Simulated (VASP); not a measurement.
# Al2Au (Fm-3m) in VASP: single point with PBE

Aim: the single point of Al2Au with PBE.

All numbers are computed with VASP 6.6.1; they aren't measurements. Logs are shortened: lines on timing, memory, paths and dates and some standing lists are left out, and cuts for length are marked.

## Step 1: The cell of the first run

Symmetry: Fm-3m, No. 225, cubic system. Conventional cell: a = 6.000 Å, b = 6.000 Å, c = 6.000 Å, α = 90.00°, β = 90.00°, γ = 90.00°. Al (site symmetry -43m) has 4 Au at 2.60 Å and 6 Al at 3.00 Å within 3.4 Å. Au (site symmetry m-3m) has 8 Al at 2.60 Å within 3.4 Å.

## Step 2: Single point, PBE

INCAR

```
PREC     = Accurate       # precision mode
ENCUT    = 500            # plane-wave cutoff, eV
EDIFF    = 1E-6           # SCF threshold, eV
ISMEAR   = 1              # smearing method
SIGMA    = 0.15           # smearing width, eV
LREAL    = False          # projectors in reciprocal space
LASPH    = True           # aspherical terms in the spheres
NELM     = 120            # most SCF steps
ALGO     = Normal         # electronic algorithm
ISIF     = 2              # what is computed and relaxed
LWAVE    = False          # write WAVECAR
LCHARG   = False          # write CHGCAR
GGA      = PE             # functional
NBANDS   = 16             # bands
GGA_COMPAT= False
```

KPOINTS

```
Automatic mesh
0
Gamma
  7 7 7
```

POSCAR

```
Al2Au
1.0
    0.0000000000      3.0000000000      3.0000000000
    3.0000000000      0.0000000000      3.0000000000
    3.0000000000      3.0000000000      0.0000000000
Al Au
2 1
Direct
    0.2500000000      0.2500000000      0.2500000000
    0.7500000000      0.7500000000      0.7500000000
    0.0000000000      0.0000000000      0.0000000000
```

Potentials or basis: VASP PAW PBE potentials, release 64 (Al, Au).

Launch:

```sh
$ cat potpaw_PBE.64/Al/POTCAR potpaw_PBE.64/Au/POTCAR > POTCAR
$ mpirun -np 1 vasp_std > vasp.out
```

OUTCAR:

```text
PREC = Accurate
   ENCUT = 500
   EDIFF = 1E-6
   ISMEAR = 1
   LREAL = False
   LASPH = True
   NELM = 120
   ISIF = 2
   GGA = PE

 ion  position               nearest neighbor table
   1  0.250  0.250  0.250-   3 2.60   3 2.60   3 2.60   3 2.60   2 3.00   2 3.00   2 3.00   2 3.00
                             2 3.00   2 3.00
   2  0.750  0.750  0.750-   3 2.60   3 2.60   3 2.60   3 2.60   1 3.00   1 3.00   1 3.00   1 3.00
                             1 3.00   1 3.00
   3  0.000  0.000  0.000-   2 2.60   2 2.60   2 2.60   1 2.60   2 2.60   1 2.60   1 2.60   1 2.60

  LATTYP: Found a face centered cubic cell.
 ALAT       =     6.0000000000

  Lattice vectors:

 A1 = (   0.0000000000,   3.0000000000,   3.0000000000)
 A2 = (   3.0000000000,   0.0000000000,   3.0000000000)
 A3 = (   3.0000000000,   3.0000000000,   0.0000000000)

Analysis of symmetry for initial positions (statically):
=====================================================================
 Subroutine PRICEL returns:
 Original cell was already a primitive cell.

 Routine SETGRP: Setting up the symmetry group for a
 face centered cubic supercell.

 Subroutine GETGRP returns: Found 48 space group operations
 (whereof 48 operations were pure point group operations)
 out of a pool of 48 trial point group operations.

The static configuration has the point symmetry O_h .

Analysis of symmetry for dynamics (positions and initial velocities):
=====================================================================
 Subroutine PRICEL returns:
 Original cell was already a primitive cell.

 Routine SETGRP: Setting up the symmetry group for a
 face centered cubic supercell.

 Subroutine GETGRP returns: Found 48 space group operations
 (whereof 48 operations were pure point group operations)
 out of a pool of 48 trial point group operations.

The dynamic configuration has the point symmetry O_h .

 Subroutine INISYM returns: Found 48 space group operations
 (whereof 48 operations are pure point group operations),
 and found     1 'primitive' translations

----------------------------------------------------------------------------------------

                                     Primitive cell

  volume of cell :      54.0000

  direct lattice vectors                    reciprocal lattice vectors
     0.000000000  3.000000000  3.000000000    -0.166666667  0.166666667  0.166666667
     3.000000000  0.000000000  3.000000000     0.166666667 -0.166666667  0.166666667
     3.000000000  3.000000000  0.000000000     0.166666667  0.166666667 -0.166666667

  length of vectors
     4.242640687  4.242640687  4.242640687     0.288675135  0.288675135  0.288675135

  position of ions in fractional coordinates (direct lattice)
     0.250000000  0.250000000  0.250000000
     0.750000000  0.750000000  0.750000000
     0.000000000  0.000000000  0.000000000

  ion indices of the primitive-cell ions
   primitive index   ion index
                 1           1
                 2           2
                 3           3

----------------------------------------------------------------------------------------

 KPOINTS: Automatic mesh

Automatic generation of k-mesh.
 Grid dimensions read from file:
 generate k-points for:    7    7    7

 Generating k-lattice:

  Cartesian coordinates                     Fractional coordinates (reciprocal lattice)
    -0.023809524  0.023809524  0.023809524     0.142857143  0.000000000  0.000000000
     0.023809524 -0.023809524  0.023809524     0.000000000  0.142857143  0.000000000
     0.023809524  0.023809524 -0.023809524     0.000000000  0.000000000  0.142857143

  Length of vectors
     0.041239305  0.041239305  0.041239305

  Shift w.r.t. Gamma in fractional coordinates (k-lattice)
     0.000000000  0.000000000  0.000000000

 Subroutine IBZKPT returns following result:
 ===========================================

 Found     20 irreducible k-points:

 Following reciprocal coordinates:
            Coordinates               Weight
  0.000000  0.000000  0.000000      1.000000
  0.142857  0.000000  0.000000      8.000000
  0.285714  0.000000  0.000000      8.000000
  0.428571  0.000000  0.000000      8.000000
  0.142857  0.142857  0.000000      6.000000
  0.285714  0.142857  0.000000     24.000000
[... 12 lines left out ...]
 -0.428571  0.428571  0.142857     24.000000
 -0.285714  0.428571  0.142857     24.000000
   k-points           NKPTS =     20   k-points in BZ     NKDIM =     20   number of bands    NBANDS=     16
   number of dos      NEDOS =    301   number of ions     NIONS =      3
   total plane-waves  NPLWV =  32768
   dimension x,y,z NGX =    32 NGY =   32 NGZ =   32
   dimension x,y,z NGXF=    64 NGYF=   64 NGZF=   64
   ions per type =               2   1
   NGX,Y,Z   is equivalent  to a cutoff of  12.54, 12.54, 12.54 a.u.
   NGXF,Y,Z  is equivalent  to a cutoff of  25.08, 25.08, 25.08 a.u.
 SYSTEM =  unknown system
   PREC   = accura    normal or accurate (medium, high low for compatibility)
   ISTART =      0    job   : 0-new  1-cont  2-samecut
   ICHARG =      2    charge: 1-file 2-atom 10-const
   ISPIN  =      1    spin polarized calculation?
   LNONCOLLINEAR =      F non collinear calculations
   LSORBIT =      F    spin-orbit coupling
   LASPH  =      T    aspherical Exc in radial PAW
   ENCUT  =  500.0 eV  36.75 Ry    6.06 a.u.   7.74  7.74  7.74*2*pi/ulx,y,z
   NELM   =    120;   NELMIN=  2; NELMDL= -5     # of ELM steps
   EDIFF  = 0.1E-05   stopping-criterion for ELM
   LREAL  =      F    real-space projection
[... 7 lines left out ...]
   TEBEG  =    0.0;   TEEND  =   0.0 temperature during run
   PSTRESS=    0.0 pullay stress
   NELECT =      17.0000    total number of electrons
   NUPDOWN=      -1.0000    fix difference up-down
   EMIN   =  10.00;   EMAX   =-10.00  energy-range for DOS
   EFERMI =   0.00;   METHOD = LEGACY
   ISMEAR =     1;   SIGMA  =   0.15  broadening in eV -4-tet -1-fermi 0-gaus
   EFERMI_NEDOS =   21; number of points for ismear=-14 and -15
   IALGO  =     38    algorithm
   IMIX   =      4    mixing-type and parameters
     AMIX     =   0.40;   BMIX     =  1.00
     AMIX_MAG =   1.60;   BMIX_MAG =  1.00
  volume/ion in A,a.u.               =      18.00       121.47
  Fermi-wavevector in a.u.,A,eV,Ry     =   1.113679  2.104547 16.875035  1.240280
  Thomas-Fermi vector in A             =   2.250266
   LORBIT       =      0    0 simple, 1 ext, 2 COOP (PROOUT), +10 PAW based schemes
   GGA     = PE    functional components
   LHFCALC =     F    Hartree Fock is set to
   AEXX    =    0.0000 exact exchange contribution
   IVDW    =     0    specifies the selected vdW correction
   LEPSILON=     F    determine dielectric tensor
   LRPA    =     F    only Hartree local field effects (RPA)
 non-spin polarized calculation
 Methfessel and Paxton  Order N= 1 SIGMA  =   0.15
  energy-cutoff  :      500.00
  volume of cell :       54.00
 maximum number of plane-waves:      1383
   NGX = 15   NGY = 15   NGZ = 15

 number of electron      17.0000001 magnetization

 Free energy of the ion-electron system (eV)
  ---------------------------------------------------
  ext. energy  EPLUGINS =         0.00000000
  ---------------------------------------------------
  free energy    TOTEN  =       -12.00258332 eV

  energy without entropy =      -12.00373003  energy(sigma->0) =      -12.00296556

 E-fermi :   7.7848     XC(G=0): -10.5260

 val. band max:        7.7766525992   @ k =  -0.4286   0.1429   0.0000
 cond. band min:       7.9442914619   @ k =   0.2857   0.1429   0.0000
 fundamental gap:      0.1676388627
 Fermi energy:         7.7847994055

 k-point     1 :       0.0000    0.0000    0.0000
  band No.  band energies     occupation
      1      -2.7552      2.00000
      2       1.1943      2.00000
      3       1.1943      2.00000
      4       1.1943      2.00000
      5       2.1521      2.00000
      6       2.1521      2.00000
[... 8 lines left out ...]
     15      13.5395      0.00000
     16      13.5395      0.00000

 k-point     2 :       0.1429    0.0000    0.0000
  band No.  band energies     occupation
      1      -2.4892      2.00000
      2       1.1117      2.00000
      3       1.2585      2.00000
      4       1.2585      2.00000
      5       2.1409      2.00000
      6       2.1409      2.00000
[... 8 lines left out ...]
     15      13.1538      0.00000
     16      13.3076      0.00000

 k-point     3 :       0.2857    0.0000    0.0000
  band No.  band energies     occupation
      1      -1.7462      2.00000
      2       0.9804      2.00000
      3       1.3776      2.00000
      4       1.3776      2.00000
      5       2.1643      2.00000
      6       2.1643      2.00000
[... 8 lines left out ...]
     15      14.5502      0.00000
     16      14.6803      0.00000

 k-point     4 :       0.4286    0.0000    0.0000
  band No.  band energies     occupation
      1      -0.8719      2.00000
      2       1.1451      2.00000
      3       1.4323      2.00000
      4       1.4323      2.00000
      5       2.2535      2.00000
      6       2.2535      2.00000
[... 8 lines left out ...]
     15      16.2545      0.00000
     16      16.7073      0.00000
[... 248 lines left out ...]
 k-point    18 :      -0.4286    0.2857    0.1429
  band No.  band energies     occupation
      1      -0.1885      2.00000
      2       0.8111      2.00000
      3       1.4900      2.00000
      4       1.7254      2.00000
      5       2.1484      2.00000
      6       2.2590      2.00000
[... 8 lines left out ...]
     15      16.2371      0.00000
     16      17.7186      0.00000

 k-point    19 :      -0.4286    0.4286    0.1429
  band No.  band energies     occupation
      1       0.3744      2.00000
      2       0.5980      2.00000
      3       1.3591      2.00000
      4       1.9415      2.00000
      5       2.2246      2.00000
      6       2.3332      2.00000
[... 8 lines left out ...]
     15      17.5398      0.00000
     16      18.3396      0.00000

 k-point    20 :      -0.2857    0.4286    0.1429
  band No.  band energies     occupation
      1       0.4948      2.00000
      2       0.8423      2.00000
      3       1.4168      2.00000
      4       1.7815      2.00000
      5       1.9408      2.00000
      6       2.4500      2.00000
[... 8 lines left out ...]
     15      18.0524      0.00000
     16      18.3691      0.00000

------------------------ aborting loop because EDIFF is reached ----------------------------------------

  FORCE on cell =-STRESS in cart. coord.  units (eV):
  Direction    XX          YY          ZZ          XY          YZ          ZX
  --------------------------------------------------------------------------------------
  -------------------------------------------------------------------------------------
  Total        1.0586980      1.0586980      1.0586980      0.0000000      0.0000000      0.0000000
  in kB       31.4115172     31.4115172     31.4115172      0.0000000      0.0000000      0.0000000
  external PRESSURE =      31.4115172 kB  Pullay stress =       0.0000000 kB

 VOLUME and BASIS-vectors are now :
 -----------------------------------------------------------------------------
  energy-cutoff  :      500.00
  volume of cell :       54.00
      direct lattice vectors                 reciprocal lattice vectors
     0.000000000  3.000000000  3.000000000    -0.166666667  0.166666667  0.166666667
     3.000000000  0.000000000  3.000000000     0.166666667 -0.166666667  0.166666667
     3.000000000  3.000000000  0.000000000     0.166666667  0.166666667 -0.166666667

 POSITION                                       TOTAL-FORCE (eV/Angst)
 -----------------------------------------------------------------------------------
      1.50000      1.50000      1.50000        -0.000000      0.000000     -0.000000
      4.50000      4.50000      4.50000         0.000000      0.000000      0.000000
      0.00000      0.00000      0.00000        -0.000000     -0.000000     -0.000000
 -----------------------------------------------------------------------------------
    total drift:                                0.000000     -0.000000      0.000000

  FREE ENERGIE OF THE ION-ELECTRON SYSTEM (eV)
  ---------------------------------------------------
  free  energy   TOTEN  =       -12.0025833247 eV

  energy  without entropy=      -12.0037300261  energy(sigma->0) =      -12.00296556
```

Wall time 6.6 s (1 thread of Intel Xeon 6975P-C (Granite Rapids), shared host); peak memory 0.17 GiB.

Results:

| Item | Value |
| --- | --- |
| Free energy | -12.0026 eV |
| Pressure | 3.1 GPa |
| Band gap on the k mesh | zero (an odd number of electrons rules out a gap without spin polarisation) |

Levels at points of the mesh, in eV from the Fermi level:
| k point | band 5 | band 6 | band 7 | band 8 | band 9 | band 10 | band 11 | band 12 | band 13 | band 14 |
| --- | --- | --- | --- | --- | --- | --- | --- | --- | --- | --- |
| (0.00, 0.00, 0.00) | -5.63 | -5.63 | 2.25 | 2.97 | 2.97 | 2.97 | 3.92 | 3.92 | 3.92 | 5.75 |

Caveat: the cell stands under pressure; spin-orbit coupling is left out, which moves the levels of the heavy elements.
